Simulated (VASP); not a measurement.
Runs of VASP 6.6.1 on HfC. The structure is that of space group Fm-3m (No. 225), or close to it. The cells are those of the table. 

```tsv
task	level	potentials or basis	spin	cell	gap on the mesh (eV)	pressure (GPa)
electric field gradients	PBE	VASP PAW PBE potentials, release 64 (Hf_pv, C)	off	a = 3.353 Å, angles 60.0°, 2 atoms	none	-12.8
single point	PBE	VASP PAW PBE potentials, release 64 (Hf_pv, C)	off	a = 3.224 Å, angles 62.7°, 2 atoms	none	(b)
electric field gradients	LDA	VASP PAW LDA potentials, release 64 (Hf_pv, C)	off	a = 3.288 Å, angles 60.0°, 2 atoms	none	-11.5
single point	PBE	VASP PAW PBE potentials, release 64 (Hf_pv, C)	off	a = 3.288 Å, angles 60.0°, 2 atoms	none	-0.4
single point	PBE	VASP PAW PBE potentials, release 64 (Hf_pv, C)	non-collinear, zero start, SOC	a = 3.288 Å, angles 60.0°, 2 atoms	-	-0.5
electric field gradients	PBEsol	VASP PAW PBE potentials, release 64 (Hf_pv, C)	off	a = 3.288 Å, angles 60.0°, 2 atoms	none	(a)
single point	PBE	VASP PAW PBE potentials, release 64 (Hf_pv, C)	off	a = 3.321 Å, angles 60.0°, 2 atoms	none	(c)
electric field gradients	r2SCAN	VASP PAW PBE potentials, release 64 (Hf_pv, C)	off	a = 3.288 Å, angles 60.0°, 2 atoms	none	-2.5
```

Alike in all rows: k mesh 12 × 12 × 12; cutoff (eV) 520; smearing fermi-dirac 0.05 eV.

Question: Estimate the missing entries.

Answer: (a) -7.0; (b) -0.2; (c) -7.1.

Caveats: spin-orbit coupling is left out, which moves the levels of the heavy elements (some runs); the PAW data sets were made with another functional, which shifts forces and pressure a little (some runs).

A k mesh can miss the band edges, and rows without SOC leave out spin-orbit coupling on Hf.

A gap of «none» marks levels without a gap at the run's occupations.
